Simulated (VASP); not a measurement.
# GaN (l) (Cmc2_1) in VASP: a series of runs

The runs below take GaN (l) through single point, with LDA.

All numbers are computed with VASP 6.6.1; they aren't measurements. Logs are shortened: lines on timing, memory, paths and dates and some standing lists are left out, and cuts for length are marked.

## (1) The cell of the first run

The structure is orthorhombic, space group Cmc2_1 (No. 36). Conventional cell: a = 3.120 Å, b = 5.511 Å, c = 5.041 Å, α = 90.00°, β = 90.00°, γ = 90.00°. Within 2.5 Å of Ga (site symmetry m) lie 4 N at 1.91 to 1.92 Å. Within 2.5 Å of N (site symmetry m) lie 4 Ga at 1.91 to 1.92 Å.

## (2) Single point, LDA

Input file INCAR:

```
PREC = Accurate ; ENCUT = 520
EDIFF = 1E-7 ; ISMEAR = 0
SIGMA = 0.02 ; LREAL = F
LASPH = T ; NELM = 100
ALGO = Normal ; ISIF = 2
LWAVE = F ; LCHARG = T
LELF = T ; LVHAR = T
NBANDS = 46
```

Input file KPOINTS:

```
regular mesh
0
Gamma
  10 6 6
```

Input file POSCAR:

```
GaN
1.0
    3.1203032401      0.0000000000      0.0000000000
    0.0000000000      5.0407577076      0.0000000000
    0.0000000000      0.0000000000      5.5109076529
Ga N
4 4
Direct
    0.0000000000      1.0009340931      0.3339330998
    0.5000000000      1.0009340931      0.8339330998
    0.5000000000      0.5009340931      0.1660669002
    0.0000000000      0.5009340931      0.6660669002
    0.0000000000      0.6210659069      0.3353086907
    0.5000000000      0.6210659069      0.8353086907
    0.5000000000      0.1210659069      0.1646913093
    0.0000000000      0.1210659069      0.6646913093
```

Potentials or basis: VASP PAW LDA potentials, release 64 (Ga_d, N).

Run with:

```console
$ cat potpaw_LDA.64/Ga_d/POTCAR potpaw_LDA.64/N/POTCAR > POTCAR
$ mpirun -np 1 vasp_std > vasp.out
```

OUTCAR:

```text
PREC = Accurate
   ENCUT = 520
   EDIFF = 1E-7
   ISMEAR = 0
   LREAL = F
   LASPH = T
   NELM = 100
   ISIF = 2

 ion  position               nearest neighbor table
   1  0.000  0.001  0.334-   5 1.91   7 1.92   7 1.92   8 1.92
   2  0.500  0.001  0.834-   6 1.91   8 1.92   8 1.92   7 1.92
   3  0.500  0.501  0.166-   7 1.91   5 1.92   5 1.92   6 1.92
   4  0.000  0.501  0.666-   8 1.91   6 1.92   6 1.92   5 1.92
   5  0.000  0.621  0.335-   1 1.91   3 1.92   3 1.92   4 1.92
   6  0.500  0.621  0.835-   2 1.91   4 1.92   4 1.92   3 1.92
   7  0.500  0.121  0.165-   3 1.91   1 1.92   1 1.92   2 1.92
   8  0.000  0.121  0.665-   4 1.91   2 1.92   2 1.92   1 1.92

  LATTYP: Found a simple orthorhombic cell.
 ALAT       =     3.1203032401
 B/A-ratio  =     1.6154704590
 C/A-ratio  =     1.7661448997

  Lattice vectors:

 A1 = (   3.1203032401,   0.0000000000,   0.0000000000)
 A2 = (   0.0000000000,   5.0407577076,   0.0000000000)
 A3 = (   0.0000000000,   0.0000000000,   5.5109076529)

Analysis of symmetry for initial positions (statically):
=====================================================================
 Subroutine PRICEL returns following result:

  LATTYP: Found a base centered orthorhombic cell.
 ALAT       =     3.1203032401
 B/A-ratio  =     1.7661448997
 C/A-ratio  =     1.6154704590

  Lattice vectors:

 A1 = (   1.5601516201,   0.0000000000,   2.7554538264)
 A2 = (   1.5601516200,   0.0000000000,  -2.7554538264)
 A3 = (   0.0000000000,   5.0407577076,   0.0000000000)

   2 primitive cells build up your supercell.

 Routine SETGRP: Setting up the symmetry group for a
 simple orthorhombic supercell.

 Subroutine GETGRP returns: Found  4 space group operations
 (whereof  2 operations were pure point group operations)
 out of a pool of  8 trial point group operations.

The static configuration has the point symmetry C_1h.
 The point group associated with its full space group is C_2v.

Analysis of symmetry for dynamics (positions and initial velocities):
=====================================================================
 Subroutine PRICEL returns following result:

  LATTYP: Found a base centered orthorhombic cell.
 ALAT       =     3.1203032401
 B/A-ratio  =     1.7661448997
 C/A-ratio  =     1.6154704590

  Lattice vectors:

 A1 = (   1.5601516201,   0.0000000000,   2.7554538264)
 A2 = (   1.5601516200,   0.0000000000,  -2.7554538264)
 A3 = (   0.0000000000,   5.0407577076,   0.0000000000)

   2 primitive cells build up your supercell.

 Routine SETGRP: Setting up the symmetry group for a
 simple orthorhombic supercell.

 Subroutine GETGRP returns: Found  4 space group operations
 (whereof  2 operations were pure point group operations)
 out of a pool of  8 trial point group operations.

The dynamic configuration has the point symmetry C_1h.
 The point group associated with its full space group is C_2v.

 Subroutine INISYM returns: Found  4 space group operations
 (whereof  2 operations are pure point group operations),
 and found     2 'primitive' translations

----------------------------------------------------------------------------------------

                                     Primitive cell

  volume of cell :      43.3397

  direct lattice vectors                    reciprocal lattice vectors
     1.560151620  0.000000000  2.755453826     0.320481672  0.000000000  0.181458312
     1.560151620  0.000000000 -2.755453826     0.320481672  0.000000000 -0.181458312
     0.000000000  5.040757708  0.000000000     0.000000000  0.198382874  0.000000000

  length of vectors
     3.166480517  3.166480517  5.040757708     0.368287417  0.368287417  0.198382874

  position of ions in fractional coordinates (direct lattice)
     0.333933100  0.666066900  0.000934093
     0.666066900  0.333933100  0.500934093
     0.335308691  0.664691309  0.621065907
     0.664691309  0.335308691  0.121065907

  ion indices of the primitive-cell ions
   primitive index   ion index
                 1           1
                 2           4
                 3           5
                 4           8

----------------------------------------------------------------------------------------

 KPOINTS: regular mesh

Automatic generation of k-mesh.
 Grid dimensions read from file:
 generate k-points for:   10    6    6

 Generating k-lattice:

  Cartesian coordinates                     Fractional coordinates (reciprocal lattice)
     0.032048167  0.000000000  0.000000000     0.100000000  0.000000000  0.000000000
     0.000000000  0.033063812  0.000000000     0.000000000  0.166666667  0.000000000
     0.000000000  0.000000000  0.030243052     0.000000000  0.000000000  0.166666667

  Length of vectors
     0.032048167  0.033063812  0.030243052

  Shift w.r.t. Gamma in fractional coordinates (k-lattice)
     0.000000000  0.000000000  0.000000000

 Subroutine IBZKPT returns following result:
 ===========================================

 Found     96 irreducible k-points:

 Following reciprocal coordinates:
            Coordinates               Weight
  0.000000  0.000000  0.000000      1.000000
  0.100000  0.000000  0.000000      2.000000
  0.200000  0.000000  0.000000      2.000000
  0.300000  0.000000  0.000000      2.000000
  0.400000  0.000000  0.000000      2.000000
  0.500000  0.000000  0.000000      1.000000
[... 16 lines left out ...]
  0.400000  0.500000  0.000000      2.000000
  0.500000  0.500000  0.000000      1.000000
 [... further k-points ...]
   k-points           NKPTS =     96   k-points in BZ     NKDIM =     96   number of bands    NBANDS=     46
   number of dos      NEDOS =    301   number of ions     NIONS =      8
   total plane-waves  NPLWV =  40320
   dimension x,y,z NGX =    24 NGY =   40 NGZ =   42
   dimension x,y,z NGXF=    48 NGYF=   80 NGZF=   84
   ions per type =               4   4
   NGX,Y,Z   is equivalent  to a cutoff of  12.79, 13.19, 12.67 a.u.
   NGXF,Y,Z  is equivalent  to a cutoff of  25.57, 26.38, 25.34 a.u.
 SYSTEM =  unknown system
   PREC   = accura    normal or accurate (medium, high low for compatibility)
   ISTART =      0    job   : 0-new  1-cont  2-samecut
   ICHARG =      2    charge: 1-file 2-atom 10-const
   ISPIN  =      1    spin polarized calculation?
   LNONCOLLINEAR =      F non collinear calculations
   LSORBIT =      F    spin-orbit coupling
   LASPH  =      T    aspherical Exc in radial PAW
   ENCUT  =  520.0 eV  38.22 Ry    6.18 a.u.   5.80  9.37 10.25*2*pi/ulx,y,z
   NELM   =    100;   NELMIN=  2; NELMDL= -5     # of ELM steps
   EDIFF  = 0.1E-06   stopping-criterion for ELM
   LREAL  =      F    real-space projection
   EDIFFG = 0.1E-05   stopping-criterion for IOM
   NSW    =      0    number of steps for IOM
   IBRION =     -1    ionic relax: 0-MD 1-quasi-New 2-CG
   NFREE  =      0    steps in history (QN), initial steepest desc. (CG)
   ISIF   =      2    stress and relaxation
   ISYM   =      2    0-nonsym 1-usesym 2-fastsym
   POTIM  = 0.5000    time-step for ionic-motion
   TEBEG  =    0.0;   TEEND  =   0.0 temperature during run
   PSTRESS=    0.0 pullay stress
   NELECT =      72.0000    total number of electrons
   NUPDOWN=      -1.0000    fix difference up-down
   EMIN   =  10.00;   EMAX   =-10.00  energy-range for DOS
   EFERMI =   0.00;   METHOD = LEGACY
   ISMEAR =     0;   SIGMA  =   0.02  broadening in eV -4-tet -1-fermi 0-gaus
   EFERMI_NEDOS =   21; number of points for ismear=-14 and -15
   IALGO  =     38    algorithm
   IMIX   =      4    mixing-type and parameters
     AMIX     =   0.40;   BMIX     =  1.00
     AMIX_MAG =   1.60;   BMIX_MAG =  1.00
  volume/ion in A,a.u.               =      10.83        73.12
  Fermi-wavevector in a.u.,A,eV,Ry     =   1.538912  2.908122 32.221993  2.368250
  Thomas-Fermi vector in A             =   2.645214
   LORBIT       =      0    0 simple, 1 ext, 2 COOP (PROOUT), +10 PAW based schemes
   GGA     = CA    functional components
   LHFCALC =     F    Hartree Fock is set to
   AEXX    =    0.0000 exact exchange contribution
   IVDW    =     0    specifies the selected vdW correction
   LEPSILON=     F    determine dielectric tensor
   LRPA    =     F    only Hartree local field effects (RPA)
 non-spin polarized calculation
 Gauss-broadening in eV      SIGMA  =   0.02
  energy-cutoff  :      520.00
  volume of cell :       86.68
 maximum number of plane-waves:      2358
 NGX is ok and might be reduce to    24
   NGX = 11   NGY = 19   NGZ = 21

 number of electron      71.9999957 magnetization

 Free energy of the ion-electron system (eV)
  ---------------------------------------------------
  ext. energy  EPLUGINS =         0.00000000
  ---------------------------------------------------
  free energy    TOTEN  =       -55.75210735 eV

  energy without entropy =      -55.75210735  energy(sigma->0) =      -55.75210735

 E-fermi :   5.7851     XC(G=0): -12.4050

 val. band max:        5.6917629700   @ k =   0.0000   0.0000   0.0000
 cond. band min:       7.9719640047   @ k =   0.0000   0.0000   0.0000
 fundamental gap:      2.2802010347
 Fermi energy:         5.7850620517

 k-point     1 :       0.0000    0.0000    0.0000
  band No.  band energies     occupation
      1     -10.6532      2.00000
      2      -9.6232      2.00000
      3      -9.5948      2.00000
      4      -9.4158      2.00000
      5      -7.9332      2.00000
      6      -7.9314      2.00000
[... 38 lines left out ...]
     45      15.6615      0.00000
     46      16.2321      0.00000

 k-point     2 :       0.1000    0.0000    0.0000
  band No.  band energies     occupation
      1     -10.5698      2.00000
      2      -9.5991      2.00000
      3      -9.5734      2.00000
      4      -9.4171      2.00000
      5      -7.9263      2.00000
      6      -7.9182      2.00000
[... 1070 lines left out ...]
 k-point    24 :       0.5000    0.5000    0.0000
  band No.  band energies     occupation
      1      -9.4370      2.00000
      2      -9.4370      2.00000
      3      -9.4370      2.00000
      4      -9.4370      2.00000
      5      -7.8172      2.00000
      6      -7.8172      2.00000
[... 38 lines left out ...]
     45      14.7802      0.00000
     46      14.7802      0.00000

 [... further k-points ...]

------------------------ aborting loop because EDIFF is reached ----------------------------------------

  FORCE on cell =-STRESS in cart. coord.  units (eV):
  Direction    XX          YY          ZZ          XY          YZ          ZX
  --------------------------------------------------------------------------------------
  -------------------------------------------------------------------------------------
  Total        3.0724688      4.9917968      0.6294390      0.0000000      0.0000000      0.0000000
  in kB       56.7913643     92.2681300     11.6345208      0.0000000      0.0000000      0.0000000
  external PRESSURE =      53.5646717 kB  Pullay stress =       0.0000000 kB

 VOLUME and BASIS-vectors are now :
 -----------------------------------------------------------------------------
  energy-cutoff  :      520.00
  volume of cell :       86.68
      direct lattice vectors                 reciprocal lattice vectors
     3.120303240  0.000000000  0.000000000     0.320481672  0.000000000  0.000000000
     0.000000000  5.040757708  0.000000000     0.000000000  0.198382874  0.000000000
     0.000000000  0.000000000  5.510907653     0.000000000  0.000000000  0.181458312

 POSITION                                       TOTAL-FORCE (eV/Angst)
 -----------------------------------------------------------------------------------
      0.00000      0.00471      1.84027        -0.000000      0.003861      0.003359
      1.56015      0.00471      4.59573         0.000000      0.003861      0.003359
      1.56015      2.52509      0.91518         0.000000      0.003861     -0.003359
      0.00000      2.52509      3.67063        -0.000000      0.003861     -0.003359
      0.00000      3.13064      1.84786         0.000000     -0.003861      0.002072
      1.56015      3.13064      4.60331        -0.000000     -0.003861      0.002072
      1.56015      0.61026      0.90760        -0.000000     -0.003861     -0.002072
      0.00000      0.61026      3.66305         0.000000     -0.003861     -0.002072
 -----------------------------------------------------------------------------------
    total drift:                                0.000000      0.000090      0.000005

  FREE ENERGIE OF THE ION-ELECTRON SYSTEM (eV)
  ---------------------------------------------------
  free  energy   TOTEN  =       -55.7521073510 eV

  energy  without entropy=      -55.7521073510  energy(sigma->0) =      -55.75210735
```

It took 3.4 min on 1 thread of AMD EPYC 9R45 (Zen 5), shared host; peak memory 0.33 GiB.

What came out:

```yaml
Free_energy: -55.7521 eV
Pressure: 5.4 GPa
Largest_force: 0.005 eV/Å
Band_gap_on_the_k_mesh: 2.28 eV
```

Forces on the atoms (eV/Å):
```
Ga   0.000  0.004  0.003
Ga   0.000  0.004  0.003
Ga   0.000  0.004 -0.003
Ga   0.000  0.004 -0.003
N    0.000 -0.004  0.002
N    0.000 -0.004  0.002
N    0.000 -0.004 -0.002
N    0.000 -0.004 -0.002
```

Stress tensor (GPa, compression positive):
```
5.68 0.00 0.00
0.00 9.23 0.00
0.00 0.00 1.16
```

Levels at points of the mesh, in eV from the valence-band top:
```
           k point  band 34  band 35  band 36  band 37  band 38  band 39
(0.00, 0.00, 0.00)    -0.12     0.00     0.00     2.28     4.26     5.14
(0.50, 0.00, 0.00)    -2.29    -2.06    -2.06     5.70     5.70     6.99
(0.00, 0.50, 0.00)    -0.74    -0.58    -0.58     4.43     4.43     4.54
(0.50, 0.50, 0.00)    -1.68    -1.68    -1.68     6.01     6.01     6.01
(0.00, 0.00, 0.50)    -0.79    -0.50    -0.50     4.59     4.59     6.09
(0.50, 0.00, 0.50)    -2.36    -1.18    -1.18     4.77     4.77     5.68
(0.00, 0.50, 0.50)    -1.36    -1.36    -1.36     5.42     5.42     5.42
(0.50, 0.50, 0.50)    -1.95    -1.95    -1.95     4.44     4.44     4.44
```

A hybrid or GW would open this gap; LDA tends to underestimate it.

## (3) Single point, LDA

This run uses another cell than the first one, of 10.92 Å³/atom, 1.008 times its volume.

Input file INCAR:

```
SYSTEM = GaN
  ALGO = Normal
  EDIFF = 1E-6
  ENCUT = 520
  ISIF = 2
  ISMEAR = 0
  LASPH = .TRUE.
  LCHARG = .FALSE.
  LREAL = .FALSE.
  LWAVE = .FALSE.
  NBANDS = 46
  NELM = 100
  PREC = Accurate
  SIGMA = 0.02
```

Input file KPOINTS:

```
k-points
0
G
  10 6 6
  0 0 0
```

Input file POSCAR:

```
GaN
1.0
    3.1203032401      0.0000000000      0.0000000000
    0.0000000000      5.0407577076      0.0000000000
    0.0000000000      0.0000000000      5.5556643152
Ga N
4 4
Direct
    0.0000000000      0.9992022987      0.3333333333
    0.5000000000      0.9992022987      0.8333333333
    0.5000000000      0.4992022987      0.1666666667
    0.0000000000      0.4992022987      0.6666666667
    0.0000000000      0.6227977013      0.3333333333
    0.5000000000      0.6227977013      0.8333333333
    0.5000000000      0.1227977013      0.1666666667
    0.0000000000      0.1227977013      0.6666666667
```

Potentials or basis: VASP PAW LDA potentials, release 64 (Ga_d, N).

Run with:

```console
$ cat potpaw_LDA.64/Ga_d/POTCAR potpaw_LDA.64/N/POTCAR > POTCAR
$ mpirun -np 1 vasp_std > vasp.out
```

Run time: 2.9 min. Hardware: 1 thread of AMD EPYC 9R45 (Zen 5), shared host; peak memory 0.33 GiB.

Results (log left out):

```yaml
Free_energy: -55.7280 eV
Pressure: 4.0 GPa
Largest_force: 0.397 eV/Å
Band_gap_on_the_k_mesh: 2.20 eV
```

Forces in eV/Å, atoms in the order of the input:
```
Ga   0.000  0.291  0.231
Ga   0.000  0.291  0.231
Ga   0.000  0.291 -0.231
Ga   0.000  0.291 -0.231
N    0.000 -0.291  0.270
N    0.000 -0.291  0.270
N    0.000 -0.291 -0.270
N    0.000 -0.291 -0.270
```

Stress tensor (GPa, compression positive):
```
 5.18  0.00  0.00
 0.00 10.63  0.00
 0.00  0.00 -3.90
```

Levels at points of the mesh, in eV from the valence-band top:
| k point | band 34 | band 35 | band 36 | band 37 | band 38 | band 39 |
| --- | --- | --- | --- | --- | --- | --- |
| (0.00, 0.00, 0.00) | -0.13 | -0.05 | 0.00 | 2.20 | 4.17 | 5.17 |
| (0.50, 0.00, 0.00) | -2.19 | -2.15 | -2.15 | 5.67 | 5.67 | 6.90 |
| (0.00, 0.50, 0.00) | -0.74 | -0.61 | -0.61 | 4.34 | 4.34 | 4.55 |
| (0.50, 0.50, 0.00) | -1.69 | -1.69 | -1.69 | 5.98 | 5.98 | 5.98 |
| (0.00, 0.00, 0.50) | -0.83 | -0.46 | -0.46 | 4.56 | 4.56 | 6.06 |
| (0.50, 0.00, 0.50) | -2.44 | -1.14 | -1.14 | 4.67 | 4.67 | 5.60 |
| (0.00, 0.50, 0.50) | -1.34 | -1.34 | -1.34 | 5.40 | 5.40 | 5.40 |
| (0.50, 0.50, 0.50) | -1.95 | -1.95 | -1.95 | 4.36 | 4.36 | 4.36 |

## (4) Single point, LDA

This run uses another cell than the first one, of 10.92 Å³/atom, 1.008 times its volume.

Input file INCAR:

```
SYSTEM = GaN
PREC = Accurate
ENCUT = 520
EDIFF = 1E-7
ISMEAR = 0
SIGMA = 0.1
LREAL = .False.
LASPH = .True.
NELM = 100
ALGO = Normal
ISIF = 2
LWAVE = .False.
LCHARG = .True.
LELF = .True.
LVHAR = .True.
NBANDS = 46
```

Input file KPOINTS:

```
Automatic mesh
0
Gamma
  6 4 4
  0 0 0
```

POSCAR is that of step 3.

Run with:

```console
$ cat potpaw_LDA.64/Ga_d/POTCAR potpaw_LDA.64/N/POTCAR > POTCAR
$ mpirun -np 1 vasp_std > vasp.out
```

Run time: 78 s. Hardware: 1 thread of AMD EPYC 9R45 (Zen 5), shared host; peak memory 0.2 GiB.

It converged, with:

```yaml
Free_energy: -55.7245 eV
Pressure: 3.8 GPa
Largest_force: 0.396 eV/Å
Band_gap_on_the_k_mesh: 2.20 eV
```

Forces on the atoms (eV/Å):
```
Ga   0.000  0.291  0.231
Ga   0.000  0.291  0.231
Ga   0.000  0.291 -0.231
Ga   0.000  0.291 -0.231
N    0.000 -0.291  0.269
N    0.000 -0.291  0.269
N    0.000 -0.291 -0.269
N    0.000 -0.291 -0.269
```

Stress tensor (GPa, compression positive):
```
 5.07  0.00  0.00
 0.00 10.47  0.00
 0.00  0.00 -4.05
```

Levels at points of the mesh, in eV from the valence-band top:
```tsv
k point	band 32	band 33	band 34	band 35	band 36	band 37	band 38	band 39	band 40	band 41
(0.00, 0.00, 0.00)	-1.18	-0.93	-0.13	-0.05	0.00	2.20	4.17	5.17	5.91	6.07
(0.50, 0.00, 0.00)	-4.23	-2.19	-2.19	-2.15	-2.15	5.67	5.67	6.90	6.90	7.49
(0.00, 0.50, 0.00)	-1.98	-0.74	-0.74	-0.61	-0.61	4.34	4.34	4.55	4.55	7.97
(0.50, 0.50, 0.00)	-3.67	-1.69	-1.69	-1.69	-1.69	5.97	5.97	5.97	5.97	7.87
(0.00, 0.00, 0.50)	-2.12	-0.83	-0.83	-0.46	-0.46	4.56	4.56	6.06	6.06	7.26
(0.50, 0.00, 0.50)	-3.16	-2.44	-2.44	-1.14	-1.14	4.67	4.67	5.60	5.60	6.16
(0.00, 0.50, 0.50)	-2.21	-1.34	-1.34	-1.34	-1.34	5.40	5.40	5.40	5.40	7.64
(0.50, 0.50, 0.50)	-2.24	-1.95	-1.95	-1.95	-1.95	4.35	4.35	4.35	4.35	7.88
```

## (5) Overview

```tsv
cell	k mesh	smearing	gap on the mesh (eV)	pressure (GPa)	largest force (eV/Å)
a = 3.120, b = 5.041, c = 5.511 Å, 8 atoms	10 × 6 × 6	gaussian 0.02 eV	2.28	5.4	0.01
a = 3.120, b = 5.041, c = 5.556 Å, 8 atoms	10 × 6 × 6	gaussian 0.02 eV	2.20	4.0	0.40
a = 3.120, b = 5.041, c = 5.556 Å, 8 atoms	6 × 4 × 4	gaussian 0.1 eV	2.20	3.8	0.40
```

Alike in all rows: task single point; level LDA; potentials or basis VASP PAW LDA potentials, release 64 (Ga_d, N); no spin polarisation; cutoff (eV) 520.

Total energies depend on the potentials used, so only differences within one code and one set of settings carry meaning.
